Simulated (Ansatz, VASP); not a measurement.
## One calculation of C, two programs

```
C
1.0
     1.23328   -2.13604    0.00000
     1.23328    2.13604    0.00000
     0.00000    0.00000    8.70703
C
4
Direct
  0.08333 0.91667 0.71107
  0.58333 0.41667 0.28893
  0.91667 0.08333 0.28893
  0.41667 0.58333 0.71107
```

Change from the starting cell: mode 1 frozen in at +0.000 Å and mode 6 at -0.342 Å (largest displacements).

Alike in both runs: task single point; functional PBE; k mesh 18 × 18 × 6; occupations gaussian, width 0.15 eV; no spin polarisation.

|  | VASP | Ansatz |
| --- | --- | --- |
| version | VASP 6.6.1 | Ansatz 0.2.0 |
| potentials or method | VASP PAW PBE potentials, release 64 (C), cutoff 520 eV | scalar-relativistic, plane waves, PAW |
| valence electrons in the cell | 16 | 16 |

VASP gave:

```
gap on the k mesh at the Fermi level (eV)                     : 0.12
least direct gap on the mesh (eV)                             : 0.12
pressure (GPa)                                                : 0.4
traceless stress, the component that is largest in VASP (GPa) : -0.09
rms of the force components (eV/Å)                            : 0.012
```

What did Ansatz give for the same quantities?

gap on the k mesh at the Fermi level (eV): 0.12; least direct gap on the mesh (eV): 0.12; pressure (GPa): 0.1; traceless stress, the component that is largest in VASP (GPa): 0.34; rms of the force components (eV/Å): 0.011.

Atom by atom the forces differ by 0.000 eV/Å (rms over components). With one functional, cell and mesh, what is left measures potentials, basis and numerics.
